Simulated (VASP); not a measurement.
Wanted: the native input for a VASP 6.6.1 run.

* Task: single point
* Functional: PBE
* Dispersion: D3(BJ)
* Potentials or basis: VASP PAW PBE potentials, release 64 (Ga_d, As, O, C)
* Cutoff: 520 eV
* k mesh: 7 × 5 × 1
* Occupations: gaussian, width 0.05 eV
* Spin: no spin polarisation
* Dipole correction: yes
* Further INCAR settings: ALGO = Normal; EDIFF = 1e-07; NBANDS = 42

The structure of Ga3As3CO lies in POSCAR:

```
Ga3As3CO
1.0
    4.0137031111      0.0000000000      0.0000000000
    0.0000000000      5.6762333751      0.0000000000
    0.0000000000      0.0000000000     23.3352699083
Ga As O C
3 3 1 1
Direct
    0.5000000000      0.5000000000      0.1714143447
    0.0000000000      0.0653835255      0.2680035048
    0.5000000000      0.4894639609      0.3228546357
    0.0000000000      0.2500000000      0.1714143447
    0.5000000000      0.8102208698      0.2504948966
    0.0000000000      0.2887573198      0.3593388866
    0.1666666667      0.2887573198      0.4836142866
    0.1666666667      0.2887573198      0.5328959107
```

These files were run (other wordings do the same):

INCAR

```
SYSTEM = Ga3As3CO
PREC     = Accurate       ! precision mode
ENCUT    = 520            ! plane-wave cutoff, eV
EDIFF    = 1E-7           ! SCF threshold, eV
ISMEAR   = 0              ! smearing method
SIGMA    = 0.05           ! smearing width, eV
LREAL    = .False.        ! projectors in reciprocal space
LASPH    = .True.         ! aspherical terms in the spheres
NELM     = 80             ! most SCF steps
ALGO     = Normal         ! electronic algorithm
ISIF     = 2              ! what is computed and relaxed
LWAVE    = .False.        ! write WAVECAR
LCHARG   = .True.         ! write CHGCAR
LDIPOL   = .True.       
IDIPOL   = 3            
DIPOL    = 0.5 0.5 0.320
GGA      = PE             ! functional
IVDW     = 12             ! dispersion correction
LELF     = .True.         ! ELF
LVHAR    = .True.       
LVACPOTAV= .True.       
NBANDS   = 42             ! bands
```

KPOINTS

```
regular mesh
0
Gamma
  7 5 1
  0 0 0
```

Potentials or basis: VASP PAW PBE potentials, release 64 (Ga_d, As, O, C).

The run is started by

```bash
$ cat potpaw_PBE.64/Ga_d/POTCAR potpaw_PBE.64/As/POTCAR potpaw_PBE.64/O/POTCAR potpaw_PBE.64/C/POTCAR > POTCAR
$ mpirun -np 1 vasp_std > vasp.out
```

It gave:

```json
{
  "Largest force": "1.133 eV/Å",
  "Band gap on the k mesh": "0.40 eV (least direct gap 0.75 eV)",
  "Dispersion energy per atom": "-0.160 eV"
}
```

Run time: 5.5 min on 1 thread of AMD EPYC 9R45 96-Core Processor (Zen 5) (shared host), peak memory 0.71 GiB.
